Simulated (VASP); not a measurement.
The system is VO2.

```
V O
1.0
     4.41519    0.00000    0.00000
     0.00000    4.41519    0.00000
     0.00000    0.00000    2.98230
V O
2 4
Direct
  0.50000 0.50000 0.50000
  0.00000 0.00000 0.00000
  0.20036 0.79964 0.50000
  0.79964 0.20036 0.50000
  0.70036 0.70036 0.00000
  0.29964 0.29964 0.00000
```

Base run:

```yaml
Program: VASP 6.6.1
Functional: PBE exchange alone
Potentials_or_basis: VASP PAW PBE potentials, release 64 (V_sv, O)
Cutoff: 600 eV
k_mesh: 6 × 6 × 9
Occupations: fermi-dirac, width 0.05 eV
Spin: collinear spin, ferromagnetic start
Starting_moments: "[2.0, 2.0, 0.0, 0.0, 0.0, 0.0] μB"
```

Its results: band gap on the k mesh zero (filled and empty bands overlap); pressure 29.0 GPa; net moment 2.00 μB per cell; site moments V +1.11; O -0.08 μB; largest force 0.134 eV/Å.

Q: The run is repeated on the same cell with these changes: functional from PBE exchange alone to RPBE. What comes out?

A: Band gap on the k mesh zero (filled and empty bands overlap); pressure 11.7 GPa; net moment 2.00 μB per cell; site moments V +1.07; O -0.06 μB; largest force 0.199 eV/Å.

Caveats: semilocal functionals often make such compounds metallic where correlation or magnetic order opens a gap, which also shifts bond lengths; the stress differs along the axes, from 18 to 34 GPa (at least some runs); the stress differs along the axes, from -1 to 18 GPa (at least some runs); the PAW data sets were made with another functional, which shifts forces and pressure a little (at least some runs).
